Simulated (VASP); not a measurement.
Li3ClO, 5 atoms in the cell. The structure is cubic, space group Pm-3m (No. 221). Conventional cell: a = 3.908 Å, b = 3.908 Å, c = 3.908 Å, α = 90.00°, β = 90.00°, γ = 90.00°. Within 2.6 Å of Li (site symmetry 4/mmm) lie 2 O at 1.95 Å. Cl (site symmetry m-3m) has 12 Li at 2.76 Å and 8 O at 3.38 Å within 3.6 Å. O (site symmetry m-3m) has 6 Li at 1.95 Å within 2.6 Å. 

- Program: VASP 6.6.1
- Task: single point
- Functional: LDA
- Potentials or basis: VASP PAW LDA potentials, release 64 (Li_sv, Cl, O)
- Cutoff: 520 eV
- k mesh: 6 × 6 × 6
- Occupations: gaussian, width 0.05 eV
- Spin: no spin polarisation
- Dipole correction: no
- Further INCAR settings: ALGO = Normal; EDIFF = 1e-06; NBANDS = 19

Potentials or basis: VASP PAW LDA potentials, release 64 (Li_sv, Cl, O).

Launch:

```bash
$ cat potpaw_LDA.64/Li_sv/POTCAR potpaw_LDA.64/Cl/POTCAR potpaw_LDA.64/O/POTCAR > POTCAR
$ mpirun -np 1 vasp_std > vasp.out
```

Hardware: 1 thread of Intel Xeon 6975P-C, on a shared host.

Task: Estimate the wall time of this run.

Result: Wall time 19 s on 1 thread of Intel Xeon 6975P-C (shared host), peak memory 0.15 GiB. Counts: scf iterations 14, k points 20.
